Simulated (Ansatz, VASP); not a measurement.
## One calculation of Be3S2, two programs

```xyz
5
Lattice="3.0441 0.0000 0.0000 0.0000 3.0441 0.0000 0.0000 0.0000 6.7433" Properties=species:S:1:pos:R:3 pbc="T T T"
Be    0.0000    0.0000    4.5354
Be    0.0000    0.0000    0.0000
Be    0.0000    0.0000    2.2080
S     1.5220    1.5220    5.1365
S     1.5220    1.5220    1.6068
```

Change from the starting cell: ordered vacancies on the anion sites of caesium chloride (P4/mmm, No. 123).

Alike in both runs: functional PBE; k mesh 8 × 8 × 4; occupations gaussian, width 0.1 eV; no spin polarisation.

Ansatz relaxed the structure, and its values are those at the end. VASP's run is a single point on that final structure, the one shown.

|  | VASP | Ansatz |
| --- | --- | --- |
| version | VASP 6.6.1 | Ansatz 0.2.0 |
| potentials or method | VASP PAW PBE potentials, release 64 (Be, S), cutoff 520 eV | scalar-relativistic, plane waves, PAW |
| valence electrons in the cell | 18 | 18 |

|  | VASP | Ansatz | Ansatz less VASP |
| --- | --- | --- | --- |
| gap on the k mesh at the Fermi level (eV) | none | none | - |
| pressure (GPa) | 0.1 | 0.2 | +0.03 |
| rms of the force components (eV/Å) | 0.006 | 0.003 | -0.0030 |

A gap of «none» marks a metal or a gap that the smearing closes.
